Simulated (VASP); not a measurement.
Crystal: Hf3Br2.

```
Hf Br
1.0
     2.58153   -4.72734    0.00000
     2.58153    4.72734    0.00000
     0.00000    0.00000    5.38182
Hf Br
3 2
Cartesian
  1.2908 2.3637 0.0000
  1.2908 -2.3637 0.0000
  0.0000 0.0000 0.0000
  0.0000 0.0000 2.6909
  2.5815 0.0000 2.6909
```

The cell was generated, and may not be a known phase.

```yaml
Program: VASP 6.6.1
Task: relaxation of cell and atoms
Functional: PBE
Potentials_or_basis: VASP PAW PBE potentials, release 64 (Hf_pv, Br)
Cutoff: 600 eV
k_mesh: 4 × 4 × 4
Occupations: gaussian, width 0.1 eV
Spin: no spin polarisation
```

At the start: pressure 13.3 GPa; volume 26.27 Å³/atom.

How do energy, volume and symmetry change on relaxing?

Over 16 steps the energy falls by 651.7 meV/atom and the volume is 29.90 Å³/atom (+13.8 %); space group Cmmm (No. 65, to 0.1 Å) before and after.

Step by step:
| step | energy change (eV) | largest force (eV/Å) | pressure (GPa) | volume (Å³) |
| --- | --- | --- | --- | --- |
| 1 | 0.0000 | 0.0000 | 13.32 | 131.36 |
| 2 | -2.2594 | 0.0000 | -3.39 | 175.38 |
| 3 | -2.2832 | 0.0000 | -1.85 | 168.02 |
| 4 | -2.2897 | 0.0000 | -2.50 | 170.88 |
| 5 | -2.6599 | 0.0000 | -1.59 | 162.09 |
| 6 | -2.7573 | 0.0000 | -0.63 | 156.59 |
| 7 | -2.6156 | 0.0000 | 2.86 | 145.25 |
| 8 | -2.7701 | 0.0000 | -0.15 | 154.43 |
| 9 | -3.0495 | 0.0000 | 0.58 | 149.24 |
| 10 | -3.1541 | 0.0000 | 1.68 | 144.69 |
| 11 | -3.1562 | 0.0000 | 2.13 | 143.26 |
| 12 | -3.2358 | 0.0000 | -0.29 | 150.92 |
| 13 | -3.2361 | 0.0000 | -0.18 | 150.50 |
| 14 | -3.2564 | 0.0000 | -0.13 | 150.19 |
| 15 | -3.2570 | 0.0000 | -0.10 | 150.12 |
| 16 | -3.2584 | 0.0000 | 0.06 | 149.49 |

Final structure:
```
Hf Br
1.0
     3.69855   -3.88038    0.00000
     3.69855    3.88038    0.00000
     0.00000    0.00000    5.20804
Hf Br
3 2
Direct
  0.00000 0.50000 0.00000
  0.50000 0.00000 0.00000
  0.00000 0.00000 0.00000
  0.00000 0.00000 0.50000
  0.50000 0.50000 0.50000
```
